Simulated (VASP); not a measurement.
Runs of VASP 6.6.1 on Pb. The structure is that of space group Fm-3m (No. 225), or close to it. The cells are those of the table. 

```tsv
task	cell	k mesh	cutoff (eV)	gap on the mesh (eV)	pressure (GPa)
single point	a = 3.594 Å, angles 60.0°, 1 atom	18 × 18 × 18	520	none	(a)
single point	a = 3.545 Å, angles 60.0°, 1 atom	18 × 18 × 18	520	none	1.7
single point	a = 3.641 Å, angles 60.0°, 1 atom	18 × 18 × 18	520	none	-1.2
single point	a = 3.594 Å, angles 60.0°, 1 atom	11 × 11 × 11	520	none	0.0
single point	a = 3.594 Å, angles 60.0°, 1 atom	6 × 6 × 6	500	none	(b)
single point	a = 3.732 Å, angles 60.0°, 1 atom	18 × 18 × 18	520	none	-3.1
relaxation of cell and atoms	relaxed from a = 3.501 Å, angles 60.0°, 1 atom	11 × 11 × 11	600	none	0.0
```

Alike in all rows: level revPBE; potentials or basis VASP PAW PBE potentials, release 64 (Pb_d); no spin polarisation; smearing fermi-dirac 0.1 eV.

Fill in the values left out.

(a) 0.1; (b) 1.1.

Caveats: the PAW data sets were made with another functional, which shifts forces and pressure a little; spin-orbit coupling is left out, which moves the levels of the heavy elements.

A k mesh can miss the band edges, and the runs leave out spin-orbit coupling on Pb.

A gap of «none» marks levels without a gap at the run's occupations.
